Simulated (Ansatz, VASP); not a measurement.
Given: the input of a run of VASP 6.6.1 on GaSb.

Contents of POSCAR:

```
GaSb
1.0
   -2.7349540204      2.7349540204      1.5800307924
    2.7349540204     -2.7349540204      1.5800307924
    2.7349540204      2.7349540204     -1.5800307924
Sb Ga
1 1
Direct
    0.0000000000      0.0000000000      0.0000000000
    0.7500000000      0.2500000000      0.5000000000
```

INCAR.step1

```
SYSTEM = GaSb
PREC = Accurate
ENCUT = 520
ISMEAR = -1
SIGMA = 0.05
LREAL = .FALSE.
LASPH = .TRUE.
NELM = 80
NBANDS = 16
GGA = PE
ALGO = Normal
EDIFF = 1E-4
LWAVE = .TRUE.
LCHARG = .FALSE.
```

The input INCAR.step2:

```
SYSTEM = GaSb
PREC = Accurate
ENCUT = 520
EDIFF = 1E-7
ISMEAR = -1
SIGMA = 0.05
LREAL = .FALSE.
LASPH = .TRUE.
NELM = 80
ALGO = Normal
ISIF = 2
LWAVE = .FALSE.
LCHARG = .FALSE.
METAGGA = R2SCAN
LMIXTAU = .TRUE.
NBANDS = 16
ISTART = 1
```

Contents of KPOINTS:

```
regular mesh
0
G
  10 10 10
  0 0 0
```

Potentials or basis: VASP PAW PBE potentials, release 64 (Sb, Ga_d).

The run is started by

```sh
$ cat potpaw_PBE.64/Sb/POTCAR potpaw_PBE.64/Ga_d/POTCAR > POTCAR
$ cp INCAR.step1 INCAR
$ mpirun -np 1 vasp_std > vasp.out
$ cp INCAR.step2 INCAR
$ mpirun -np 1 vasp_std > vasp.out
```

Set up the same calculation for Ansatz 0.2.0. Potentials there: Ansatz PAW.

As run (the cutoff follows the program's own potentials):

input.yaml

```yaml
crystal:
  lattice:
    - [-2.7349540204, 2.7349540204, 1.5800307924]
    - [2.7349540204, -2.7349540204, 1.5800307924]
    - [2.7349540204, 2.7349540204, -1.5800307924]
  atoms:
    - { symbol: Sb, position: [0.0, 0.0, 0.0] }
    - { symbol: Ga, position: [0.75, 0.25, 0.5] }
hamiltonian:
  xc: r2scan
  pseudopotentials: { kind: paw }
kpoints:
  mp_grid: { grid: [10, 10, 10] }
scf:
  occupations: { method: fermi_dirac, width: 0.05 }
output:
  forces: true
  stress: true
  eigenvalues: true
```

Potentials or basis: Ansatz PAW.

Run with:

```console
$ ansatz run input.yaml --threads 2 --pin off --max-ram 5632MiB --backend cpu --events-out ev --progress --plain --runs-dir out
```

Both were run:

|  | VASP | Ansatz | Ansatz less VASP |
| --- | --- | --- | --- |
| gap on the k mesh at the Fermi level (eV) | none | none | - |
| pressure (GPa) | -0.4 | -0.4 | -0.06 |
| traceless stress, the component that is largest in VASP (GPa) | -0.07 | 0.00 | +0.068 |

VASP's potentials were made for PBE, not for r2SCAN. A gap of «none» marks a metal or a gap that the smearing closes. VASP's potentials hold 18 valence electrons a cell and Ansatz's 28, so a difference there can come from the potentials and not from the codes.

Spin-orbit coupling is off throughout.
